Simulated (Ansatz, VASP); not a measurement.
One calculation of ZnS, two programs

```xyz
4
Lattice="3.7382 0.0000 0.0000 -1.8691 3.2374 0.0000 0.0000 0.0000 6.1430" Properties=species:S:1:pos:R:3 pbc="T T T"
Zn    0.0000    2.1583    0.0343
Zn    1.8691    1.0791    3.1058
S     0.0000    2.1583    2.3307
S     1.8691    1.0791    5.4022
```

Alike in both runs: task single point; functional LDA; k mesh 6 × 6 × 4; no spin polarisation.

|  | VASP | Ansatz |
| --- | --- | --- |
| version | VASP 6.6.1 | Ansatz 0.2.0 |
| potentials or method | VASP PAW LDA potentials, release 64 (Zn, S) | PAW with Ansatz's default frozen-core files, scalar-relativistic |
| plane-wave cutoff (eV) | 520 | 420 |
| occupations | gaussian, width 0.01 eV | fixed |
| valence electrons in the cell | 36 | 36 |

|  | VASP | Ansatz | Ansatz less VASP |
| --- | --- | --- | --- |
| gap on the k mesh at the Fermi level (eV) | 2.23 | 2.19 | -0.034 |
| pressure (GPa) | 0.3 | 0.0 | -0.24 |

LDA's correlation is that of Perdew and Zunger in VASP and of Perdew and Wang (1992) in Ansatz.
